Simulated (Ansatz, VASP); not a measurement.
**One calculation of Tl2H3, two programs**

```
Tl H
1.0
     1.88730    1.08963    6.94435
    -1.88730    1.08963    6.94435
     0.00000   -2.17927    6.94435
Tl H
2 3
Direct
  0.40805 0.40805 0.40805
  0.59195 0.59195 0.59195
  0.00000 0.00000 0.00000
  0.23498 0.23498 0.23498
  0.76502 0.76502 0.76502
```

Alike in both runs: functional PBE; k mesh 12 × 12 × 12; occupations gaussian, width 0.1 eV; no spin polarisation.

Ansatz relaxed the structure, and its values are those at the end. VASP's run is a single point on that final structure, the one shown.

|  | VASP | Ansatz |
| --- | --- | --- |
| version | VASP 6.6.1 | Ansatz 0.2.0 |
| potentials or method | VASP PAW PBE potentials, release 64 (Tl_d, H), cutoff 520 eV | scalar-relativistic, plane waves, PAW |
| valence electrons in the cell | 29 | 29 |

```csv
,VASP,Ansatz,Ansatz less VASP
gap on the k mesh at the Fermi level (eV),none,none,-
pressure (GPa),-0.1,0.0,+0.11
```

A gap of «none» marks a metal or a gap that the smearing closes.

Spin-orbit coupling is off throughout.
